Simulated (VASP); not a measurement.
Input of a VASP 6.6.1 run:

INCAR

```
SYSTEM = TiO2
ALGO = Normal
EDIFF = 1E-7
ENCUT = 520
GGA = PE
ISIF = 2
ISMEAR = 0
LASPH = .TRUE.
LCHARG = .FALSE.
LDAU = .TRUE.
LDAUJ = 0 0
LDAUL = 2 -1
LDAUPRINT = 1
LDAUTYPE = 2
LDAUU = 4 0
LMAXMIX = 4
LREAL = .FALSE.
LWAVE = .FALSE.
NBANDS = 33
NELM = 150
PREC = Accurate
SIGMA = 0.05
```

Contents of KPOINTS:

```
k-points
0
G
  8 8 8
  0 0 0
```

POSCAR

```
TiO2
1.0
   -1.9404500000      1.9404500000      5.2811000000
    1.9404500000     -1.9404500000      5.2811000000
    1.9404500000      1.9404500000     -5.2811000000
Ti O
2 4
Direct
    0.0000000000      0.0000000000      0.0000000000
    0.7500000000      0.2500000000      0.5000000000
    0.2052277854      0.2052277854      0.0000000000
    0.9552277854      0.4552277854      0.5000000000
    0.5447722146      0.0447722146      0.5000000000
    0.7947722146      0.7947722146      0.0000000000
```

Potentials or basis: VASP PAW PBE potentials, release 64 (Ti_sv, O).

Run with:

```console
$ cat potpaw_PBE.64/Ti_sv/POTCAR potpaw_PBE.64/O/POTCAR > POTCAR
$ mpirun -np 1 vasp_std > vasp.out
```

Q: Estimate the largest force.

A: 0.662 eV/Å.

Q: Estimate the pressure.

A: -14.2 GPa.

Stress tensor (GPa, compression positive):
```
-11.25   0.00   0.00
  0.00 -11.25   0.00
  0.00   0.00 -20.06
```

Caveat: the stress differs along the axes, from -20 to -11 GPa.
